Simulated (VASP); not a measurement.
The system is Pb.

```
CELL_PARAMETERS angstrom
3.48000 0.00000 0.00000
-1.74000 3.01377 0.00000
0.00000 0.00000 5.59000
ATOMIC_POSITIONS crystal
Pb 0.33333 0.66667 0.25000
Pb 0.66667 0.33333 0.75000
```

This isn't the form of Pb at room conditions, which is fcc.

Base run:

```yaml
Program: VASP 6.6.1
Functional: PBE
Potentials_or_basis: VASP PAW PBE potentials, release 64 (Pb_d)
Cutoff: 520 eV
k_mesh: 14 × 14 × 8
Occupations: fermi-dirac, width 0.08 eV
Spin: no spin polarisation
```

Its results: band gap on the k mesh zero (bands 14 and 15 overlap by 7.43 eV); pressure 4.0 GPa.

The run is repeated on the same cell with these changes: functional from PBE to PBEsol; dispersion from none to D3(BJ). What comes out?

Band gap on the k mesh zero (bands 14 and 15 overlap by 7.43 eV); pressure -1.7 GPa.

Several settings changed at once.

Caveats: spin-orbit coupling is left out, which moves the levels of the heavy elements; the cell stands under pressure (at least some runs); the PAW data sets were made with another functional, which shifts forces and pressure a little (at least some runs).
